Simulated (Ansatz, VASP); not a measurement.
# Two plane-wave programs on NiO

Contents of POSCAR:

```
NiO
1.0
    0.0000000000      2.0850000000      2.0850000000
    2.0850000000      0.0000000000      2.0850000000
    2.0850000000      2.0850000000      0.0000000000
Ni O
1 1
Direct
    0.0000000000      0.0000000000      0.0000000000
    0.5000000000      0.5000000000      0.5000000000
```

INCAR.step1

```
SYSTEM = NiO
ALGO = Normal ; EDIFF = 1E-5
ENCUT = 660 ; GGA = PE
GGA_COMPAT = .FALSE. ; ISMEAR = -1
ISPIN = 2 ; LASPH = .TRUE.
LCHARG = .FALSE. ; LMAXMIX = 4
LREAL = .FALSE. ; LWAVE = .TRUE.
MAGMOM = 2 0 ; NBANDS = 19
NELM = 200 ; PREC = Accurate
SIGMA = 0.1
```

Contents of INCAR.step2:

```
SYSTEM = NiO
ALGO = Normal ; EDIFF = 1E-6
ENCUT = 660 ; GGA_COMPAT = .FALSE.
ISIF = 2 ; ISMEAR = -1
ISPIN = 2 ; ISTART = 1
LASPH = .TRUE. ; LCHARG = .TRUE.
LELF = .TRUE. ; LMAXMIX = 4
LMIXTAU = .TRUE. ; LORBIT = 11
LREAL = .FALSE. ; LVHAR = .TRUE.
LWAVE = .FALSE. ; MAGMOM = 2 0
METAGGA = R2SCAN ; NBANDS = 19
NELM = 200 ; PREC = Accurate
SIGMA = 0.1
```

The input KPOINTS:

```
k-points
0
G
  4 4 4
  0 0 0
```

Input for Ansatz:

```yaml
crystal:
  lattice:
    - [0, 2.085, 2.085]
    - [2.085, 0, 2.085]
    - [2.085, 2.085, 0]
  atoms:
    - { symbol: Ni, position: [0, 0, 0], spin: 2.0 }
    - { symbol: O, position: [0.5, 0.5, 0.5] }
kpoints:
  mp_grid: { grid: [4, 4, 4] }
hamiltonian:
  xc: r2scan
  pseudopotentials: { kind: paw }
magnetization:
  spin_polarized: true
scf:
  occupations: { method: fermi_dirac, width: "0.1 eV" }
```

Alike in both runs: task single point; functional r2SCAN; k mesh 4 × 4 × 4; collinear spin.

```csv
,VASP,Ansatz
version,VASP 6.6.1,Ansatz development build ahead of 0.2.0
potentials or method,"VASP PAW PBE potentials, release 64 (Ni, O)","PAW (an earlier, plane waves, scalar-relativistic"
plane-wave cutoff (eV),660,1080
occupations,"fermi-dirac, width 0.1 eV",fermi-dirac
```

Ansatz gave:

- net moment per atom (μB): 1.00
- size of the moment on the site where the two differ most (μB): 1.67

Q: Estimate VASP's values.

A: net moment per atom (μB): 1.00; size of the moment on the site where the two differ most (μB): 1.69.

VASP's potentials were made for PBE, not for r2SCAN. Site moments also hang on the region over which each program counts them. Ansatz's warnings: stability check not made.

The k mesh is coarse, so the values compare programs but aren't converged.
